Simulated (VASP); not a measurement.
# BiTe (R-3m) in VASP: further runs, part 2 of 2

VASP 6.6.1.

## 3. Relaxation of cell and atoms, RPBE+D4

This run uses another cell than the first one, of 33.72 Å³/atom, 1.068 times its volume.

Input file INCAR:

```
SYSTEM = BiTe
PREC = Accurate
ENCUT = 600
EDIFF = 1E-6
ISMEAR = -1
SIGMA = 0.05
LREAL = .FALSE.
LASPH = .TRUE.
NELM = 100
ALGO = Normal
ISIF = 3
LWAVE = .FALSE.
LCHARG = .FALSE.
GGA = RP
IVDW = 13
IBRION = 2
NSW = 60
EDIFFG = -0.01
```

Input file KPOINTS:

```
regular mesh
0
G
  7 7 7
  0 0 0
```

Input file POSCAR:

```
BiTe
1.0
    2.4227077728      1.3987509848      3.3172919545
   -2.4227077728      1.3987509848      3.3172919545
    0.0000000000     -2.7975019696      3.3172919545
Bi Te
1 1
Direct
    0.5000000000      0.5000000000      0.5000000000
    0.0000000000      0.0000000000      0.0000000000
```

Potentials or basis: VASP PAW PBE potentials, release 64 (Bi_d, Te).

Run with:

```console
$ cat potpaw_PBE.64/Bi_d/POTCAR potpaw_PBE.64/Te/POTCAR > POTCAR
$ mpirun -np 1 vasp_std > vasp.out
```

Wall time 3.1 min (1 thread of AMD EPYC 9R45 (Zen 5), shared host); peak memory 0.21 GiB.

Results (log left out):

```yaml
Free_energy: -8.2643 eV
Relaxed_volume: 31.05 Å³/atom
Relaxed_cell: a = 4.129 Å, b = 4.129 Å, c = 4.129 Å, α = 72.25°, β = 72.25°, γ = 72.25°
Space_group_after_relaxing_to_0.05_Å: R-3m (No. 166)
Energy_gained_by_relaxing: 29.7 meV/atom
Ionic_steps: 11
Pressure_after_relaxing: 0.0 GPa
Dispersion_energy_per_atom: -0.972 eV
```

The path:
| step | energy change (eV) | largest force (eV/Å) | pressure (GPa) | volume (Å³) |
| --- | --- | --- | --- | --- |
| 1 | 0.0000 | 0.0000 | -2.89 | 67.45 |
| 2 | -0.0289 | 0.0000 | 1.77 | 61.68 |
| 3 | -0.0381 | 0.0000 | 0.06 | 63.48 |
| 4 | -0.0432 | 0.0000 | 0.05 | 63.31 |
| 5 | -0.0550 | 0.0000 | 0.00 | 62.75 |
| 6 | -0.0520 | 0.0000 | -0.11 | 61.42 |
| 7 | -0.0592 | 0.0000 | -0.08 | 62.24 |
| 8 | -0.0593 | 0.0000 | -0.10 | 62.18 |
| 9 | -0.0593 | 0.0000 | -0.08 | 62.21 |
| 10 | -0.0592 | 0.0000 | 0.15 | 61.94 |
| 11 | -0.0593 | 0.0000 | 0.01 | 62.11 |

Final structure:
```yaml
crystal:
  lattice:
    - [2.43461, 1.40562, 3.02483]
    - [-2.43461, 1.40562, 3.02483]
    - [0.00000, -2.81124, 3.02483]
  atoms:
    - { symbol: Bi, position: [0.50000, 0.50000, 0.50000] }
    - { symbol: Te, position: [0.00000, 0.00000, 0.00000] }
```

Levels at points of the mesh, in eV from the Fermi level:
```
           k point  band 8  band 9  band 10  band 11  band 12  band 13
(0.00, 0.00, 0.00)   -3.17   -3.17    -1.34     2.13     3.15     3.15
```

Caveat: the PAW data sets were made with another functional, which shifts forces and pressure a little; spin-orbit coupling is left out, which moves the levels of the heavy elements; pairwise dispersion overbinds metals, which lowers pressure and volume.

## 4. Relaxation of cell and atoms, revPBE+D3(BJ)

This run uses another cell than the first one, of 33.72 Å³/atom, 1.068 times its volume.

Input file INCAR:

```
  ALGO = Normal
  EDIFF = 1E-7
  EDIFFG = -0.01
  ENCUT = 600
  GGA = RE
  IBRION = 2
  ISIF = 3
  ISMEAR = -1
  IVDW = 12
  LASPH = True
  LCHARG = False
  LREAL = False
  LWAVE = False
  NELM = 100
  NSW = 60
  PREC = Accurate
  SIGMA = 0.05
```

Input file KPOINTS:

```
k-points
0
Gamma
  7 7 7
```

POSCAR is that of step 3.

Run with:

```console
$ cat potpaw_PBE.64/Bi_d/POTCAR potpaw_PBE.64/Te/POTCAR > POTCAR
$ mpirun -np 1 vasp_std > vasp.out
```

Run time: 3.5 min. Hardware: 1 thread of AMD EPYC 9R45 (Zen 5), shared host; peak memory 0.22 GiB.

Results (log left out):

```
Free energy                            : -8.2691 eV
Relaxed volume                         : 31.12 Å³/atom
Relaxed cell                           : a = 4.151 Å, b = 4.151 Å, c = 4.151 Å, α = 71.26°, β = 71.26°, γ = 71.26°
Space group after relaxing (to 0.05 Å) : R-3m (No. 166)
Energy gained by relaxing              : 26.8 meV/atom
Ionic steps                            : 11
Pressure after relaxing                : 0.0 GPa
Dispersion energy per atom             : -0.916 eV
```

Step by step:
```tsv
step	energy change (eV)	largest force (eV/Å)	pressure (GPa)	volume (Å³)
1	0.0000	0.0000	-3.05	67.45
2	-0.0304	0.0000	1.91	61.37
3	-0.0416	0.0000	0.02	63.33
4	-0.0446	0.0000	0.02	63.20
5	-0.0511	0.0000	-0.01	62.77
6	-0.0503	0.0000	-0.12	61.80
7	-0.0536	0.0000	-0.06	62.40
8	-0.0537	0.0000	-0.07	62.29
9	-0.0537	0.0000	-0.07	62.32
10	-0.0536	0.0000	0.16	62.07
11	-0.0537	0.0000	0.01	62.23
```

Final structure:
```
Bi Te
1.0
     2.41843    1.39628    3.07161
    -2.41843    1.39628    3.07161
     0.00000   -2.79256    3.07161
Bi Te
1 1
Direct
  0.50000 0.50000 0.50000
  0.00000 0.00000 0.00000
```

Levels at points of the mesh, in eV from the Fermi level:
| k point | band 7 | band 8 | band 9 | band 10 | band 11 | band 12 | band 13 | band 14 |
| --- | --- | --- | --- | --- | --- | --- | --- | --- |
| (0.00, 0.00, 0.00) | -8.06 | -3.18 | -3.18 | -1.41 | 2.09 | 3.03 | 3.03 | 3.75 |

Caveat: the PAW data sets were made with another functional, which shifts forces and pressure a little; spin-orbit coupling is left out, which moves the levels of the heavy elements; pairwise dispersion overbinds metals, which lowers pressure and volume.

## 5. Relaxation of cell and atoms, revPBE+D4

This run uses another cell than the first one, of 33.72 Å³/atom, 1.068 times its volume.

Input file INCAR:

```
  PREC = Accurate
  ENCUT = 600
  EDIFF = 1E-6
  ISMEAR = -1
  SIGMA = 0.05
  LREAL = F
  LASPH = T
  NELM = 80
  ALGO = Normal
  ISIF = 3
  LWAVE = F
  LCHARG = F
  GGA = RE
  IVDW = 13
  IBRION = 2
  NSW = 60
  EDIFFG = -0.01
```

Input file KPOINTS:

```
regular mesh
0
Gamma
  7 7 7
```

POSCAR is that of step 4.

Run with:

```console
$ cat potpaw_PBE.64/Bi_d/POTCAR potpaw_PBE.64/Te/POTCAR > POTCAR
$ mpirun -np 1 vasp_std > vasp.out
```

Wall time 3.2 min (1 thread of AMD EPYC 9R45 (Zen 5), shared host); peak memory 0.22 GiB.

The run converged. Its results:

- Free energy: -8.0790 eV
- Relaxed volume: 31.61 Å³/atom
- Relaxed cell: a = 4.181 Å, b = 4.181 Å, c = 4.181 Å, α = 70.87°, β = 70.87°, γ = 70.87°
- Space group after relaxing (to 0.05 Å): R-3m (No. 166)
- Energy gained by relaxing: 18.3 meV/atom
- Ionic steps: 13
- Pressure after relaxing: 0.0 GPa
- Dispersion energy per atom: -0.808 eV

The path:
```tsv
step	energy change (eV)	largest force (eV/Å)	pressure (GPa)	volume (Å³)
1	0.0000	0.0000	-2.45	67.45
2	-0.0202	0.0000	1.46	62.54
3	-0.0269	0.0000	0.02	64.10
4	-0.0294	0.0000	0.02	63.98
5	-0.0347	0.0000	0.01	63.60
6	-0.0337	0.0000	-0.10	62.72
7	-0.0365	0.0000	-0.04	63.28
8	-0.0366	0.0000	-0.06	63.19
9	-0.0366	0.0000	-0.04	63.21
10	-0.0366	0.0000	-0.04	63.24
11	-0.0366	0.0000	0.06	63.11
12	-0.0366	0.0000	0.07	63.16
13	-0.0366	0.0000	0.02	63.21
```

Final structure:
```xyz
2
Lattice="2.4239 1.3994 3.1058 -2.4239 1.3994 3.1058 0.0000 -2.7989 3.1058" Properties=species:S:1:pos:R:3 pbc="T T T"
Bi    0.0000    0.0000    4.6587
Te    0.0000    0.0000    0.0000
```

Levels at points of the mesh, in eV from the Fermi level:
```tsv
k point	band 7	band 8	band 9	band 10	band 11	band 12	band 13	band 14
(0.00, 0.00, 0.00)	-8.11	-3.14	-3.14	-1.43	2.05	2.95	2.95	3.80
```

Caveat: the PAW data sets were made with another functional, which shifts forces and pressure a little; spin-orbit coupling is left out, which moves the levels of the heavy elements; pairwise dispersion overbinds metals, which lowers pressure and volume.

## 6. Single point, PBE0

This run uses another cell than the first one, of 35.75 Å³/atom, 1.132 times its volume.

Input file POSCAR:

```
BiTe
1.0
    2.4702239101      1.4261844395      3.3823534125
   -2.4702239101      1.4261844395      3.3823534125
    0.0000000000     -2.8523688790      3.3823534125
Bi Te
1 1
Direct
    0.5000000000      0.5000000000      0.5000000000
    0.0000000000      0.0000000000      0.0000000000
```

Input file INCAR.step1:

```
SYSTEM = BiTe
  PREC = Accurate
  ENCUT = 520
  EDIFF = 1E-5
  ISMEAR = -1
  SIGMA = 0.05
  LREAL = .FALSE.
  LASPH = .TRUE.
  NELM = 80
  ALGO = Normal
  ISIF = 2
  LWAVE = .TRUE.
  LCHARG = .FALSE.
  GGA = PE
  NBANDS = 18
```

Input file INCAR.step2:

```
SYSTEM = BiTe
  PREC = Accurate
  ENCUT = 520
  EDIFF = 1E-6
  ISMEAR = -1
  SIGMA = 0.05
  LREAL = .FALSE.
  LASPH = .TRUE.
  NELM = 80
  ALGO = Normal
  ISIF = 2
  LWAVE = .FALSE.
  LCHARG = .FALSE.
  GGA = PE
  LHFCALC = .TRUE.
  AEXX = 0.25
  PRECFOCK = Normal
  ISTART = 1
  NBANDS = 18
```

Input file KPOINTS:

```
regular mesh
0
G
  4 4 4
  0 0 0
```

Potentials or basis: VASP PAW PBE potentials, release 64 (Bi_d, Te).

Run with:

```console
$ cat potpaw_PBE.64/Bi_d/POTCAR potpaw_PBE.64/Te/POTCAR > POTCAR
$ cp INCAR.step1 INCAR
$ mpirun -np 1 vasp_std > vasp.out
$ cp INCAR.step2 INCAR
$ mpirun -np 1 vasp_std > vasp.out
```

It took 23 min on 1 thread of Intel Xeon Platinum 8259CL at 2.50GHz (Skylake/Cascade Lake), shared host; peak memory 0.23 GiB.

The run converged. Its results:

* Free energy: -9.6383 eV
* Pressure: -4.3 GPa

Stress tensor (GPa, compression positive):
```
-4.75  0.00  0.00
 0.00 -4.75  0.00
 0.00  0.00 -3.50
```

Levels at points of the mesh, in eV from the Fermi level:
| k point | band 7 | band 8 | band 9 | band 10 | band 11 | band 12 | band 13 | band 14 |
| --- | --- | --- | --- | --- | --- | --- | --- | --- |
| (0.00, 0.00, 0.00) | -9.77 | -3.73 | -3.73 | -2.39 | 2.25 | 2.99 | 2.99 | 4.71 |
| (0.50, 0.00, 0.00) | -12.88 | -2.57 | -2.57 | -1.76 | -1.42 | -0.98 | 0.54 | 7.41 |
| (0.50, 0.50, 0.00) | -11.51 | -6.59 | -5.41 | -4.17 | 3.02 | 3.48 | 4.05 | 5.01 |
| (0.50, 0.50, 0.50) | -12.45 | -3.07 | -3.07 | -2.99 | -2.12 | -1.71 | -1.71 | 8.58 |

Caveat: the k points lie up to 0.40 Å⁻¹ apart; the PAW data sets were made with another functional, which shifts forces and pressure a little; spin-orbit coupling is left out, which moves the levels of the heavy elements.

## 7. The runs side by side

| task | level | cell | k mesh | cutoff (eV) | grid for exact exchange (PRECFOCK) | gap on the mesh (eV) | pressure (GPa) | relaxed volume (Å³/atom) |
| --- | --- | --- | --- | --- | --- | --- | --- | --- |
| single point | revPBE+D4 | a = 4.178 Å, angles 71.0°, 2 atoms | 7 × 7 × 7 | 520 | - | none | -0.1 | - |
| relaxation of cell and atoms | RPBE+D4 | relaxed from a = 4.339 Å, angles 67.9°, 2 atoms | 7 × 7 × 7 | 600 | - | none | 0.0 | 31.05 |
| relaxation of cell and atoms | revPBE+D3(BJ) | relaxed from a = 4.339 Å, angles 67.9°, 2 atoms | 7 × 7 × 7 | 600 | - | none | 0.0 | 31.12 |
| relaxation of cell and atoms | revPBE+D4 | relaxed from a = 4.339 Å, angles 67.9°, 2 atoms | 7 × 7 × 7 | 600 | - | none | 0.0 | 31.61 |
| single point | PBE0 | a = 4.425 Å, angles 67.9°, 2 atoms | 4 × 4 × 4 | 520 | Normal | none | -4.3 | - |

Alike in all rows: potentials or basis VASP PAW PBE potentials, release 64 (Bi_d, Te); no spin polarisation; smearing fermi-dirac 0.05 eV.

Caveats: some runs use coarse meshes; the PAW data sets were made with another functional, which shifts forces and pressure a little; spin-orbit coupling is left out, which moves the levels of the heavy elements; pairwise dispersion overbinds metals, which lowers pressure and volume (some runs).

Absolute energies hang on the potentials; compare differences alone.
